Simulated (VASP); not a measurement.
A run of VASP 6.6.1 is set up as follows.

The input INCAR:

```
PREC = Accurate
ENCUT = 600
EDIFF = 1E-6
ISMEAR = 0
SIGMA = 0.1
LREAL = False
LASPH = True
NELM = 100
ALGO = Normal
ISIF = 3
LWAVE = False
LCHARG = False
GGA = PE
IBRION = 2
NSW = 90
EDIFFG = -0.04
```

KPOINTS

```
regular mesh
0
Gamma
  6 6 6
```

POSCAR

```
Hf2TaO3
1.0
    2.5830144100      1.4913040600      3.8487805500
   -2.5830144100      1.4913040600      3.8487805500
    0.0000000000     -2.9826081300      3.8487805500
Hf Ta O
2 1 3
Direct
    0.6269865000      0.6269865000      0.6269865000
    0.3730135000      0.3730135000      0.3730135000
    0.0000000000      0.0000000000      0.0000000000
    0.0000000000      0.5000000000      0.0000000000
    0.5000000000      0.0000000000      0.0000000000
    0.0000000000      0.0000000000      0.5000000000
```

Potentials or basis: VASP PAW PBE potentials, release 64 (Hf_pv, Ta_pv, O).

Launch:

```console
$ cat potpaw_PBE.64/Hf_pv/POTCAR potpaw_PBE.64/Ta_pv/POTCAR potpaw_PBE.64/O/POTCAR > POTCAR
$ mpirun -np 1 vasp_std > vasp.out
```

(1) Predict the relaxed volume.

(2) Predict the space group after relaxing (to 0.1 Å).

(3) Predict the relaxed cell.

## Answers

(1) 15.49 Å³/atom.

(2) R-3m (No. 166).

(3) a = 4.909 Å, b = 4.909 Å, c = 4.909 Å, α = 65.06°, β = 65.06°, γ = 65.06°.

Caveat: an odd number of electrons without spin polarisation forces a metal; a magnetic or distorted state may lie lower.
